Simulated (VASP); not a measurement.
# SnSe2 (P-3m1) in VASP: a series of runs, part 2 of 2

VASP 6.6.1.

## Step 4: Single point, PBE+D3(BJ) (24.22 Å³/atom)

This run uses another cell than the first one, of 24.22 Å³/atom.

INCAR reads:

```
  ALGO = Normal
  EDIFF = 1E-6
  ENCUT = 500
  GGA = PE
  GGA_COMPAT = False
  ISIF = 2
  ISMEAR = 0
  IVDW = 12
  LASPH = True
  LCHARG = False
  LREAL = False
  LWAVE = False
  NBANDS = 20
  NELM = 120
  PREC = Accurate
  SIGMA = 0.03
```

KPOINTS reads:

```
k-points
0
Gamma
  12 12 6
```

POSCAR reads:

```
SnSe2
1.0
    4.0062625915      0.0000000000      0.0000000000
   -2.0031312958      3.4695251785      0.0000000000
    0.0000000000      0.0000000000      5.2269708031
Sn Se
1 2
Direct
    0.0000000000      0.0000000000      0.0000000000
    0.3333333333      0.6666666667      0.2651331237
    0.6666666667      0.3333333333      0.7348668763
```

Potentials or basis: VASP PAW PBE potentials, release 64 (Sn_d, Se).

On the command line:

```console
$ cat potpaw_PBE.64/Sn_d/POTCAR potpaw_PBE.64/Se/POTCAR > POTCAR
$ mpirun -np 1 vasp_std > vasp.out
```

OUTCAR:

```text
EDIFF = 1E-6
   ENCUT = 500
   GGA = PE
   ISIF = 2
   ISMEAR = 0
   IVDW = 12
   LASPH = True
   LREAL = False
   NELM = 120
   PREC = Accurate
 IVDW          = 12

 ion  position               nearest neighbor table
   1  0.000  0.000  0.000-   2 2.70   3 2.70   3 2.70   2 2.70   3 2.70   2 2.70
   2  0.333  0.667  0.265-   1 2.70   1 2.70   1 2.70
   3  0.667  0.333  0.735-   1 2.70   1 2.70   1 2.70

  LATTYP: Found a hexagonal cell.
 ALAT       =     4.0062625915
 C/A-ratio  =     1.3047000000

  Lattice vectors:

 A1 = (   4.0062625915,   0.0000000000,   0.0000000000)
 A2 = (  -2.0031312958,   3.4695251785,   0.0000000000)
 A3 = (   0.0000000000,   0.0000000000,   5.2269708031)

Analysis of symmetry for initial positions (statically):
=====================================================================
 Subroutine PRICEL returns:
 Original cell was already a primitive cell.

 Routine SETGRP: Setting up the symmetry group for a
 hexagonal supercell.

 Subroutine GETGRP returns: Found 12 space group operations
 (whereof 12 operations were pure point group operations)
 out of a pool of 24 trial point group operations.

The static configuration has the point symmetry D_3d.

Analysis of symmetry for dynamics (positions and initial velocities):
=====================================================================
 Subroutine PRICEL returns:
 Original cell was already a primitive cell.

 Routine SETGRP: Setting up the symmetry group for a
 hexagonal supercell.

 Subroutine GETGRP returns: Found 12 space group operations
 (whereof 12 operations were pure point group operations)
 out of a pool of 24 trial point group operations.
[... 114 lines left out ...]
   NELECT =      26.0000    total number of electrons
   NUPDOWN=      -1.0000    fix difference up-down
   EMIN   =  10.00;   EMAX   =-10.00  energy-range for DOS
   EFERMI =   0.00;   METHOD = LEGACY
   ISMEAR =     0;   SIGMA  =   0.03  broadening in eV -4-tet -1-fermi 0-gaus
   EFERMI_NEDOS =   21; number of points for ismear=-14 and -15
   IALGO  =     38    algorithm
   IMIX   =      4    mixing-type and parameters
     AMIX     =   0.40;   BMIX     =  1.00
     AMIX_MAG =   1.60;   BMIX_MAG =  1.00
  volume/ion in A,a.u.               =      24.22       163.43
  Fermi-wavevector in a.u.,A,eV,Ry     =   1.162285  2.196401 18.380209  1.350907
  Thomas-Fermi vector in A             =   2.298848
   LORBIT       =      0    0 simple, 1 ext, 2 COOP (PROOUT), +10 PAW based schemes
   GGA     = PE    functional components
   LHFCALC =     F    Hartree Fock is set to
   AEXX    =    0.0000 exact exchange contribution
   IVDW    =    12    specifies the selected vdW correction
   LEPSILON=     F    determine dielectric tensor
   LRPA    =     F    only Hartree local field effects (RPA)
 non-spin polarized calculation
 Gauss-broadening in eV      SIGMA  =   0.03
  energy-cutoff  :      500.00
  volume of cell :       72.65
 maximum number of plane-waves:      1892
 NGX is ok and might be reduce to    30
   NGX = 15   NGY = 15   NGZ = 19

 number of electron      25.9999995 magnetization

 Free energy of the ion-electron system (eV)
  ---------------------------------------------------
  ext. energy  EPLUGINS =         0.00000000
  ---------------------------------------------------
  free energy    TOTEN  =       -11.47156285 eV

  energy without entropy =      -11.47131294  energy(sigma->0) =      -11.47143789

 E-fermi :   5.7153     XC(G=0):  -9.8361

 val. band max:        5.7094338376   @ k =   0.0833   0.0833   0.0000
 cond. band min:       5.7233358254   @ k =   0.0000   0.2500   0.3333
 fundamental gap:      0.0139019878
 Fermi energy:         5.7152560631

 k-point     1 :       0.0000    0.0000    0.0000
  band No.  band energies     occupation
      1     -16.3839      2.00000
      2     -16.3839      2.00000
      3     -16.3686      2.00000
      4     -16.3356      2.00000
      5     -16.3356      2.00000
      6      -9.2053      2.00000
[... 541 lines left out ...]
     19      12.9506      0.00000
     20      13.2458      0.00000

 [... further k-points ...]

------------------------ aborting loop because EDIFF is reached ----------------------------------------

 Edisp (eV)   -1.15771

 E8    (eV) :    -0.5073

  FORCE on cell =-STRESS in cart. coord.  units (eV):
  Direction    XX          YY          ZZ          XY          YZ          ZX
  --------------------------------------------------------------------------------------
  -------------------------------------------------------------------------------------
  Total       0.87290     0.87290     3.57911    -0.00000     0.00000     0.00000
  in kB      19.24923    19.24923    78.92718    -0.00000     0.00000     0.00000
  external pressure =       39.14 kB  Pullay stress =        0.00 kB

 VOLUME and BASIS-vectors are now :
 -----------------------------------------------------------------------------
  energy-cutoff  :      500.00
  volume of cell :       72.65
      direct lattice vectors                 reciprocal lattice vectors
     4.006262591  0.000000000  0.000000000     0.249609200  0.144111939  0.000000000
    -2.003131296  3.469525179  0.000000000     0.000000000  0.288223877  0.000000000
     0.000000000  0.000000000  5.226970803     0.000000000  0.000000000  0.191315398

 POSITION                                       TOTAL-FORCE (eV/Angst)
 -----------------------------------------------------------------------------------
      0.00000      0.00000      0.00000         0.000000      0.000000      0.000000
     -0.00000      2.31302      1.38584        -0.000000     -0.000000      1.158878
      2.00313      1.15651      3.84113         0.000000      0.000000     -1.158878
 -----------------------------------------------------------------------------------
    total drift:                                0.000000     -0.000000      0.000000

  FREE ENERGIE OF THE ION-ELECTRON SYSTEM (eV)
  ---------------------------------------------------
  free  energy   TOTEN  =       -12.6292766350 eV

  energy  without entropy=      -12.6290267282  energy(sigma->0) =      -12.62915168
```

OSZICAR:

```text
N       E                     dE             d eps       ncg     rms          rms(c)
DAV:   1     0.204156898123E+03    0.20416E+03   -0.11896E+04  4116   0.146E+03
DAV:   2     0.120177978422E+02   -0.19214E+03   -0.18505E+03  4232   0.394E+02
DAV:   3    -0.108923861135E+02   -0.22910E+02   -0.22318E+02  4832   0.113E+02
DAV:   4    -0.117378845769E+02   -0.84550E+00   -0.84370E+00  4764   0.223E+01
DAV:   5    -0.117567876657E+02   -0.18903E-01   -0.18901E-01  5436   0.357E+00    0.525E+00
DAV:   6    -0.114861309624E+02    0.27066E+00   -0.54926E-01  5868   0.746E+00    0.338E+00
DAV:   7    -0.114707503789E+02    0.15381E-01   -0.16119E-01  4672   0.240E+00    0.115E+00
DAV:   8    -0.114709575631E+02   -0.20718E-03   -0.12878E-02  4668   0.119E+00    0.283E-01
DAV:   9    -0.114715073128E+02   -0.54975E-03   -0.15655E-03  4564   0.346E-01    0.930E-02
DAV:  10    -0.114715237631E+02   -0.16450E-04   -0.13444E-04  4840   0.855E-02    0.316E-02
DAV:  11    -0.114715609680E+02   -0.37205E-04   -0.43485E-05  4360   0.399E-02    0.664E-03
DAV:  12    -0.114715627152E+02   -0.17472E-05   -0.39696E-06  4636   0.125E-02    0.675E-03
DAV:  13    -0.114715628480E+02   -0.13277E-06   -0.19544E-06  3696   0.916E-03
   1 F= -.12629277E+02 E0= -.12629152E+02  d E =-.249907E-03
```

stdout:

```text
POSCAR found type information on POSCAR SnSe
 POSCAR found :  2 types and       3 ions
 scaLAPACK will be used
 LDA part: xc-table for (Slater+PW92), standard interpolation
 POSCAR, INCAR and KPOINTS ok, starting setup
 FFT: planning ... GRIDC
 FFT: planning ... GRID_SOFT
 FFT: planning ... GRID
 WAVECAR not read
 entering main loop
```

Wall time 2.3 min (1 thread of Intel Xeon 8259CL, shared host); peak memory 0.28 GiB.

Results:

```yaml
Free_energy: -12.6293 eV
Pressure: 3.9 GPa
Largest_force: 1.159 eV/Å
Band_gap_on_the_k_mesh: zero (bands 13 and 14 overlap by 0.15 eV)
Dispersion_energy_per_atom: -0.386 eV
```

Forces on the atoms (eV/Å):
```
Sn   0.000  0.000  0.000
Se   0.000  0.000  1.159
Se   0.000  0.000 -1.159
```

Stress tensor (GPa, compression positive):
```
1.92 0.00 0.00
0.00 1.92 0.00
0.00 0.00 7.89
```

Caveat: the cell stands under pressure; semilocal functionals underestimate gaps, so a narrow gap can read as zero; spin-orbit coupling is left out, which moves the levels of the heavy elements; forces of over 1 eV/Å act on the atoms, so gaps and moduli don't describe the material at rest.

## Step 5: Overview

| cell | gap on the mesh (eV) | pressure (GPa) | largest force (eV/Å) |
| --- | --- | --- | --- |
| a = 3.481, b = 3.481, c = 6.535 Å, angles 90.0, 90.0, 120.0°, 3 atoms | none | 10.0 | 0.06 |
| a = 3.851, b = 3.851, c = 5.339 Å, angles 90.0, 90.0, 120.0°, 3 atoms | none | 9.8 | 1.55 |
| a = 4.006, b = 4.006, c = 5.227 Å, angles 90.0, 90.0, 120.0°, 3 atoms | none | 3.9 | 1.16 |

Alike in all rows: task single point; level PBE+D3(BJ); potentials or basis VASP PAW PBE potentials, release 64 (Sn_d, Se); no spin polarisation; k mesh 12 × 12 × 6; cutoff (eV) 500; smearing gaussian 0.03 eV.

Caveats: the cell stands under pressure; semilocal functionals underestimate gaps, so a narrow gap can read as zero; spin-orbit coupling is left out, which moves the levels of the heavy elements; forces of over 1 eV/Å act on the atoms, so gaps and moduli don't describe the material at rest (at least some runs).

Total energies depend on the potentials used, so only differences within one code and one set of settings carry meaning.
